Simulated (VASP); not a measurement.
The system is TePb.

```
Te Pb
1.0
     4.00229    0.00000    0.00000
     0.00000    4.00229    0.00000
     0.00000    0.00000    4.00229
Te Pb
1 1
Cartesian
  2.0011 2.0011 2.0011
  0.0000 0.0000 0.0000
```

```yaml
Program: VASP 6.6.1
Task: relaxation of cell and atoms
Functional: LDA
Potentials_or_basis: VASP PAW LDA potentials, release 64 (Te, Pb_d)
Cutoff: 600 eV
k_mesh: 10 × 10 × 10
Occupations: gaussian, width 0.1 eV
Spin: no spin polarisation
```

At the start: pressure -4.1 GPa; volume 32.05 Å³/atom.

How do energy, volume and symmetry change on relaxing?

Over 3 steps the energy falls by 41.6 meV/atom and the volume is 29.05 Å³/atom (-9.4 %); space group Pm-3m (No. 221, to 0.05 Å).

The path:
```csv
step,energy change (eV),largest force (eV/Å),pressure (GPa),volume (Å³)
1,0.0000,0.0000,-4.06,64.11
2,-0.0790,0.0000,1.17,56.87
3,-0.0833,0.0000,-0.01,58.09
```

Final structure:
```cif
data_structure
_symmetry_space_group_name_H-M 'P 1'
_symmetry_Int_Tables_number 1
_cell_length_a 3.8730
_cell_length_b 3.8730
_cell_length_c 3.8730
_cell_angle_alpha 90.000
_cell_angle_beta 90.000
_cell_angle_gamma 90.000
_cell_volume 58.09
loop_
_atom_site_label
_atom_site_type_symbol
_atom_site_fract_x
_atom_site_fract_y
_atom_site_fract_z
_atom_site_occupancy
Te1 Te 0.50000 0.50000 0.50000 1
Pb1 Pb 0.00000 0.00000 0.00000 1
```
